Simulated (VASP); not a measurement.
Crystal: W.

```
W
1.0
    -1.57842    1.57842    1.57842
     1.57842   -1.57842    1.57842
     1.57842    1.57842   -1.57842
W
1
Direct
  0.00000 0.00000 0.00000
```

```yaml
Program: VASP 6.6.1
Task: relaxation of cell and atoms
Functional: LDA
Potentials_or_basis: VASP PAW LDA potentials, release 64 (W_sv)
Cutoff: 500 eV
k_mesh: 19 × 19 × 19
Occupations: fermi-dirac, width 0.05 eV
Spin: no spin polarisation
```

At the start: pressure -5.0 GPa; volume 15.73 Å³/atom.

How do energy, volume and symmetry change on relaxing?

Over 4 steps the energy falls by 3.8 meV/atom and the volume is 15.49 Å³/atom (-1.5 %); space group Im-3m (No. 229, to 0.05 Å).

Step by step:
```tsv
step	energy change (eV)	largest force (eV/Å)	pressure (GPa)	volume (Å³)
1	0.0000	0.0000	-5.00	15.73
2	0.0504	0.0000	21.39	14.64
3	-0.0038	0.0000	-0.14	15.50
4	-0.0038	0.0000	-0.02	15.49
```

Final structure:
```xyz
1
Lattice="-1.5704 1.5704 1.5704 1.5704 -1.5704 1.5704 1.5704 1.5704 -1.5704" Properties=species:S:1:pos:R:3 pbc="T T T"
W    -1.5704    1.5704    1.5704
```
